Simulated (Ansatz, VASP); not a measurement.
**Cr in VASP and in Ansatz**

```
Cr
1.0
    -1.48259    1.48259    1.36398
     1.48259   -1.48259    1.36398
     1.48259    1.48259   -1.36398
Cr
1
Cartesian
  0.0000 0.0000 0.0000
```

Alike in both runs: task single point; functional PBEsol; k mesh 26 × 26 × 26; occupations gaussian, width 0.15 eV; no spin polarisation.

|  | VASP | Ansatz |
| --- | --- | --- |
| version | VASP 6.6.1 | Ansatz 0.2.0 |
| potentials or method | VASP PAW PBE potentials, release 64 (Cr_pv), cutoff 520 eV | scalar-relativistic, plane waves, PAW |
| valence electrons in the cell | 12 | 14 |

|  | VASP | Ansatz | Ansatz less VASP |
| --- | --- | --- | --- |
| gap on the k mesh at the Fermi level (eV) | none | none | - |
| pressure (GPa) | -17.0 | -16.5 | +0.41 |
| traceless stress, the component that is largest in VASP (GPa) | 17.41 | 17.56 | +0.158 |

VASP's potentials were made for PBE, not for PBEsol. A gap of «none» marks a metal or a gap that the smearing closes. With one functional, cell and mesh, what is left measures potentials, basis and numerics. VASP's potentials hold 12 valence electrons a cell and Ansatz's 14, so a difference there can come from the potentials and not from the codes.
